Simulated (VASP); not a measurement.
# HF in VASP: single point with PBE+D3(BJ)

Aim: the single point of HF with PBE+D3(BJ).

All numbers are computed with VASP 6.6.1; they aren't measurements. Logs are shortened: lines on timing, memory, paths and dates and some standing lists are left out, and cuts for length are marked.

## Step 1: The cell of the first run

The cell holds a disordered packing, 12 atoms: a = 5.465 Å, b = 5.465 Å, c = 5.465 Å, α = 90.00°, β = 90.00°, γ = 90.00°.

## Step 2: Single point, PBE+D3(BJ)

Input file INCAR:

```
SYSTEM = HF
  PREC = Accurate
  ENCUT = 1010
  EDIFF = 1E-6
  ISMEAR = -1
  SIGMA = 0.05
  LREAL = .False.
  LASPH = .True.
  NELM = 120
  ALGO = Normal
  ISIF = 2
  LWAVE = .False.
  LCHARG = .False.
  GGA = PE
  IVDW = 12
  NBANDS = 36
  GGA_COMPAT = .False.
```

Input file KPOINTS:

```
regular mesh
0
Gamma
  1 1 1
  0 0 0
```

Input file POSCAR:

```
HF
1.0
    5.4647890000      0.0000000000      0.0000000000
    0.0000000000      5.4647890000      0.0000000000
    0.0000000000      0.0000000000      5.4647890000
F H
6 6
Direct
    1.1120831930      0.4988298725      0.3124182837
    0.8050082080     -0.2319577206      0.3829974039
    0.3807283319      0.3575984361      0.9761218594
    0.6006819293      0.7708440344      0.9628551075
    0.8446437731      0.2127987009      0.8771061426
    0.3321811693     -0.0426365959      0.3089048818
    1.2209254557      0.4782069353      0.1579749923
    0.6833932655     -0.2250407106      0.1325760244
    0.5335430151      0.4236760102      0.9390847478
    0.4348200818      0.9764695398      0.1731814348
    0.7898932603      0.3061051396      0.7552350146
    0.9801842304     -0.2599551419      0.3582389000
```

Potentials or basis: VASP PAW PBE potentials, release 64 (F_h, H_h).

Command:

```
$ cat potpaw_PBE.64/F_h/POTCAR potpaw_PBE.64/H_h/POTCAR > POTCAR
$ mpirun -np 1 vasp_gam > vasp.out
```

OUTCAR:

```text
SYSTEM = HF
   PREC = Accurate
   ENCUT = 1010
   EDIFF = 1E-6
   ISMEAR = -1
   LREAL = .False.
   LASPH = .True.
   NELM = 120
   ISIF = 2
   GGA = PE
   IVDW = 12
 IVDW          = 12

 ion  position               nearest neighbor table
   1  0.112  0.499  0.312-   7 1.04
   2  0.805  0.768  0.383-  12 0.98
   3  0.381  0.358  0.976-   9 0.93
   4  0.601  0.771  0.963-   8 1.03
   5  0.845  0.213  0.877-  11 0.89
   6  0.332  0.957  0.309-  10 0.94
   7  0.221  0.478  0.158-   1 1.04
   8  0.683  0.775  0.133-   4 1.03
   9  0.534  0.424  0.939-   3 0.93
  10  0.435  0.976  0.173-   6 0.94
  11  0.790  0.306  0.755-   5 0.89
  12  0.980  0.740  0.358-   2 0.98

  LATTYP: Found a simple cubic cell.
 ALAT       =     5.4647890000

  Lattice vectors:

 A1 = (   5.4647890000,   0.0000000000,   0.0000000000)
 A2 = (   0.0000000000,   5.4647890000,   0.0000000000)
 A3 = (   0.0000000000,   0.0000000000,   5.4647890000)

Analysis of symmetry for initial positions (statically):
=====================================================================
 Subroutine PRICEL returns:
 Original cell was already a primitive cell.

 Routine SETGRP: Setting up the symmetry group for a
 simple cubic supercell.

 Subroutine GETGRP returns: Found  1 space group operations
 (whereof  1 operations were pure point group operations)
 out of a pool of 48 trial point group operations.

The static configuration has the point symmetry C_1 .

Analysis of symmetry for dynamics (positions and initial velocities):
=====================================================================
 Subroutine PRICEL returns:
 Original cell was already a primitive cell.

 Routine SETGRP: Setting up the symmetry group for a
 simple cubic supercell.

 Subroutine GETGRP returns: Found  1 space group operations
 (whereof  1 operations were pure point group operations)
 out of a pool of 48 trial point group operations.

The dynamic configuration has the point symmetry C_1 .

 Subroutine INISYM returns: Found  1 space group operations
 (whereof  1 operations are pure point group operations),
 and found     1 'primitive' translations

----------------------------------------------------------------------------------------

                                     Primitive cell

  volume of cell :     163.2000

  direct lattice vectors                    reciprocal lattice vectors
     5.464789000  0.000000000  0.000000000     0.182989682  0.000000000  0.000000000
     0.000000000  5.464789000  0.000000000     0.000000000  0.182989682  0.000000000
     0.000000000  0.000000000  5.464789000     0.000000000  0.000000000  0.182989682

  length of vectors
     5.464789000  5.464789000  5.464789000     0.182989682  0.182989682  0.182989682

  position of ions in fractional coordinates (direct lattice)
     0.112083193  0.498829872  0.312418284
     0.805008208  0.768042279  0.382997404
     0.380728332  0.357598436  0.976121859
     0.600681929  0.770844034  0.962855107
     0.844643773  0.212798701  0.877106143
     0.332181169  0.957363404  0.308904882
     0.220925456  0.478206935  0.157974992
     0.683393266  0.774959289  0.132576024
     0.533543015  0.423676010  0.939084748
     0.434820082  0.976469540  0.173181435
     0.789893260  0.306105140  0.755235015
     0.980184230  0.740044858  0.358238900

  ion indices of the primitive-cell ions
   primitive index   ion index
                 1           1
                 2           2
                 3           3
                 4           4
                 5           5
                 6           6
                 7           7
                 8           8
                 9           9
                10          10
                11          11
                12          12

----------------------------------------------------------------------------------------

 KPOINTS: regular mesh

Automatic generation of k-mesh.
 Grid dimensions read from file:
 generate k-points for:    1    1    1

 Generating k-lattice:

  Cartesian coordinates                     Fractional coordinates (reciprocal lattice)
     0.182989682  0.000000000  0.000000000     1.000000000  0.000000000  0.000000000
     0.000000000  0.182989682  0.000000000     0.000000000  1.000000000  0.000000000
     0.000000000  0.000000000  0.182989682     0.000000000  0.000000000  1.000000000

  Length of vectors
     0.182989682  0.182989682  0.182989682

  Shift w.r.t. Gamma in fractional coordinates (k-lattice)
     0.000000000  0.000000000  0.000000000

 Subroutine IBZKPT returns following result:
 ===========================================

 Found      1 irreducible k-points:

 Following reciprocal coordinates:
            Coordinates               Weight
  0.000000  0.000000  0.000000      1.000000
   k-points           NKPTS =      1   k-points in BZ     NKDIM =      1   number of bands    NBANDS=     36
   number of dos      NEDOS =    301   number of ions     NIONS =     12
   total plane-waves  NPLWV = 216000
   dimension x,y,z NGX =    60 NGY =   60 NGZ =   60
   dimension x,y,z NGXF=   120 NGYF=  120 NGZF=  120
   ions per type =               6   6
   NGX,Y,Z   is equivalent  to a cutoff of  18.25, 18.25, 18.25 a.u.
   NGXF,Y,Z  is equivalent  to a cutoff of  36.51, 36.51, 36.51 a.u.
 SYSTEM =  HF
   PREC   = accura    normal or accurate (medium, high low for compatibility)
   ISTART =      0    job   : 0-new  1-cont  2-samecut
   ICHARG =      2    charge: 1-file 2-atom 10-const
   ISPIN  =      1    spin polarized calculation?
   LNONCOLLINEAR =      F non collinear calculations
   LSORBIT =      F    spin-orbit coupling
   LASPH  =      T    aspherical Exc in radial PAW
   ENCUT  = 1010.0 eV  74.23 Ry    8.62 a.u.  14.16 14.16 14.16*2*pi/ulx,y,z
   NELM   =    120;   NELMIN=  2; NELMDL= -5     # of ELM steps
   EDIFF  = 0.1E-05   stopping-criterion for ELM
   LREAL  =      F    real-space projection
[... 7 lines left out ...]
   TEBEG  =    0.0;   TEEND  =   0.0 temperature during run
   PSTRESS=    0.0 pullay stress
   NELECT =      48.0000    total number of electrons
   NUPDOWN=      -1.0000    fix difference up-down
   EMIN   =  10.00;   EMAX   =-10.00  energy-range for DOS
   EFERMI =   0.00;   METHOD = LEGACY
   ISMEAR =    -1;   SIGMA  =   0.05  broadening in eV -4-tet -1-fermi 0-gaus
   EFERMI_NEDOS =   21; number of points for ismear=-14 and -15
   IALGO  =     38    algorithm
   IMIX   =      4    mixing-type and parameters
     AMIX     =   0.40;   BMIX     =  1.00
     AMIX_MAG =   1.60;   BMIX_MAG =  1.00
  volume/ion in A,a.u.               =      13.60        91.78
  Fermi-wavevector in a.u.,A,eV,Ry     =   1.088717  2.057378 16.127063  1.185306
  Thomas-Fermi vector in A             =   2.224905
   LORBIT       =      0    0 simple, 1 ext, 2 COOP (PROOUT), +10 PAW based schemes
   GGA     = PE    functional components
   LHFCALC =     F    Hartree Fock is set to
   AEXX    =    0.0000 exact exchange contribution
   IVDW    =    12    specifies the selected vdW correction
   LEPSILON=     F    determine dielectric tensor
   LRPA    =     F    only Hartree local field effects (RPA)
 non-spin polarized calculation
  energy-cutoff  :     1010.00
  volume of cell :      163.20
 maximum number of plane-waves:      5919
 NGX is ok and might be reduce to    60
   NGX = 29   NGY = 29   NGZ = 29

 number of electron      48.0000001 magnetization

 Free energy of the ion-electron system (eV)
  ---------------------------------------------------
  ext. energy  EPLUGINS =         0.00000000
  ---------------------------------------------------
  free energy    TOTEN  =       -48.33312836 eV

  energy without entropy =      -48.33312836  energy(sigma->0) =      -48.33312836

 E-fermi :  -4.6145     XC(G=0):  -6.3367

 val. band max:       -5.8255447605   @ k =   0.0000   0.0000   0.0000
 cond. band min:       0.6512377896   @ k =   0.0000   0.0000   0.0000
 fundamental gap:      6.4767825501
 Fermi energy:        -4.6144901533

 k-point     1 :       0.0000    0.0000    0.0000
  band No.  band energies     occupation
      1     -28.3436      2.00000
      2     -27.6932      2.00000
      3     -27.3007      2.00000
      4     -26.6657      2.00000
      5     -26.3910      2.00000
      6     -26.1187      2.00000
[... 28 lines left out ...]
     35       9.0807      0.00000
     36       9.2016      0.00000

------------------------ aborting loop because EDIFF is reached ----------------------------------------

 Edisp (eV)   -0.28053

 E8    (eV) :    -0.0562

  FORCE on cell =-STRESS in cart. coord.  units (eV):
  Direction    XX          YY          ZZ          XY          YZ          ZX
  --------------------------------------------------------------------------------------
  -------------------------------------------------------------------------------------
  Total       2.31856     2.45594    -1.33336    -1.14152    -0.88848    -0.46483
  in kB      22.76195    24.11056   -13.08992   -11.20659    -8.72248    -4.56334
  external pressure =       11.26 kB  Pullay stress =        0.00 kB

 VOLUME and BASIS-vectors are now :
 -----------------------------------------------------------------------------
  energy-cutoff  :     1010.00
  volume of cell :      163.20
      direct lattice vectors                 reciprocal lattice vectors
     5.464789000  0.000000000  0.000000000     0.182989682  0.000000000  0.000000000
     0.000000000  5.464789000  0.000000000     0.000000000  0.182989682  0.000000000
     0.000000000  0.000000000  5.464789000     0.000000000  0.000000000  0.182989682

 POSITION                                       TOTAL-FORCE (eV/Angst)
 -----------------------------------------------------------------------------------
      0.61251      2.72600      1.70730         1.777276     -0.473929     -1.956342
      4.39920      4.19719      2.09300        -0.196888      0.824646     -0.199431
      2.08060      1.95420      5.33430        -0.913172     -0.587568     -0.021830
      3.28260      4.21250      5.26180         0.952606     -0.041676      1.803378
      4.61580      1.16290      4.79320         0.825805     -1.293833      2.082469
      1.81530      5.23179      1.68810        -0.264863      0.256206      0.396588
      1.20731      2.61330      0.86330        -1.139465     -0.036521      1.993671
      3.73460      4.23499      0.72450        -0.282861     -0.288538     -1.394084
      2.91570      2.31530      5.13190         0.427122      0.753552      0.219218
      2.37620      5.33620      0.94640        -0.207960      0.033923     -0.373447
      4.31660      1.67280      4.12720        -0.482170      1.352747     -2.527025
      5.35650      4.04419      1.95770        -0.495430     -0.499007     -0.023166
 -----------------------------------------------------------------------------------
    total drift:                                0.001401     -0.000861     -0.000718

  FREE ENERGIE OF THE ION-ELECTRON SYSTEM (eV)
  ---------------------------------------------------
  free  energy   TOTEN  =       -48.6136541115 eV

  energy  without entropy=      -48.6136541114  energy(sigma->0) =      -48.61365411
```

It took 20 s on 1 thread of AMD EPYC 7R13 (Zen 3), shared host; peak memory 0.45 GiB.

Results:

```
Free energy                : -48.6137 eV
Pressure                   : 1.1 GPa
Largest force              : 2.907 eV/Å
Dispersion energy per atom : -0.023 eV
```

Forces in eV/Å, atoms in the order of the input:
```
F    1.777 -0.474 -1.956
F   -0.197  0.825 -0.199
F   -0.913 -0.588 -0.022
F    0.953 -0.042  1.803
F    0.826 -1.294  2.082
F   -0.265  0.256  0.397
H   -1.139 -0.037  1.994
H   -0.283 -0.289 -1.394
H    0.427  0.754  0.219
H   -0.208  0.034 -0.373
H   -0.482  1.353 -2.527
H   -0.495 -0.499 -0.023
```

Stress tensor (GPa, compression positive):
```
 2.28 -1.12 -0.46
-1.12  2.41 -0.87
-0.46 -0.87 -1.31
```

Levels at points of the mesh, in eV from the Fermi level:
```tsv
k point	band 21	band 22	band 23	band 24	band 25	band 26	band 27	band 28
(0.00, 0.00, 0.00)	-1.80	-1.55	-1.48	-1.21	5.27	8.95	10.03	10.26
```

Caveat: the k points lie up to 1.15 Å⁻¹ apart, too coarse for converged energies, forces and pressures; the atoms stand as in a frame of molecular dynamics.
